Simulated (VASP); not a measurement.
KCdCO3F: single point with PBE

KCdCO3F:

```
K Cd C O F
1.0
     5.23760    0.00000    0.00000
    -2.61880    4.53589    0.00000
     0.00000    0.00000    9.02292
K Cd C O F
2 2 2 6 2
Direct
  0.64116 0.34009 0.51406
  0.69360 0.37501 0.00402
  0.95736 0.94451 0.23026
  0.99194 0.98113 0.73320
  0.25610 0.61935 0.22696
  0.30502 0.60969 0.72042
  0.29035 0.85456 0.17676
  0.48821 0.59838 0.20156
  0.03908 0.39205 0.27929
  0.01233 0.52825 0.73499
  0.37572 0.42263 0.75401
  0.51618 0.88073 0.68316
  0.08323 0.95800 0.49103
  0.93032 0.10529 0.00769
```

- Program: VASP 6.6.1
- Task: single point
- Functional: PBE
- Potentials or basis: VASP PAW PBE potentials, release 64 (K_sv, Cd, C, O, F)
- Cutoff: 520 eV
- k mesh: 2 × 2 × 1
- Occupations: fermi-dirac, width 0.002 eV
- Spin: no spin polarisation
- Dipole correction: no
- Further INCAR settings: ALGO = Normal; EDIFF = 1e-07; NBANDS = 63

```json
{"Pressure": "4.3 GPa", "Largest force": "4.584 eV/Å", "Band gap on the k mesh": "2.12 eV, indirect (least direct gap 2.40 eV)"}
```

Forces on the atoms (eV/Å):
```
K    0.081  0.040 -0.668
K   -0.761  0.068 -0.161
Cd  -1.210  0.416  0.674
Cd  -0.386 -0.735  0.252
C    4.128 -1.827 -0.794
C   -2.831  2.464  0.232
O   -2.853  2.846 -0.599
O    2.896 -0.921  0.773
O   -2.861 -0.121  1.187
O    2.105  1.942 -0.373
O    2.019 -1.679  0.298
O   -0.918 -1.601  0.610
F   -0.441 -0.109 -0.237
F    1.032 -0.784 -1.193
```

Stress tensor (GPa, compression positive):
```
 6.80 -5.38  0.86
-5.38  4.99 -1.62
 0.86 -1.62  1.21
```

Levels at points of the mesh, in eV from the valence-band top:
| k point | band 46 | band 47 | band 48 | band 49 | band 50 | band 51 | band 52 | band 53 | band 54 | band 55 |
| --- | --- | --- | --- | --- | --- | --- | --- | --- | --- | --- |
| (0.00, 0.00, 0.00) | -1.78 | -1.45 | -1.38 | -1.13 | -0.28 | 2.12 | 3.95 | 4.71 | 5.41 | 6.11 |
| (0.50, 0.00, 0.00) | -1.85 | -1.56 | -1.30 | -0.99 | 0.00 | 3.40 | 4.67 | 4.83 | 5.60 | 5.93 |
| (0.00, 0.50, 0.00) | -1.84 | -1.55 | -1.36 | -1.00 | -0.13 | 3.34 | 4.37 | 4.90 | 5.70 | 6.03 |
| (0.50, 0.50, 0.00) | -1.84 | -1.49 | -1.30 | -0.87 | -0.06 | 3.61 | 4.71 | 4.91 | 5.28 | 5.82 |

It took 69 s on 1 thread of Intel(R) Xeon(R) Platinum 8488C (Sapphire Rapids), with other jobs on the host, peak memory 0.36 GiB.

Caveat: the k points lie up to 0.70 Å⁻¹ apart; forces of over 1 eV/Å act on the atoms, so gaps and moduli don't describe the material at rest. As with any semilocal functional, this PBE gap is likely too small.
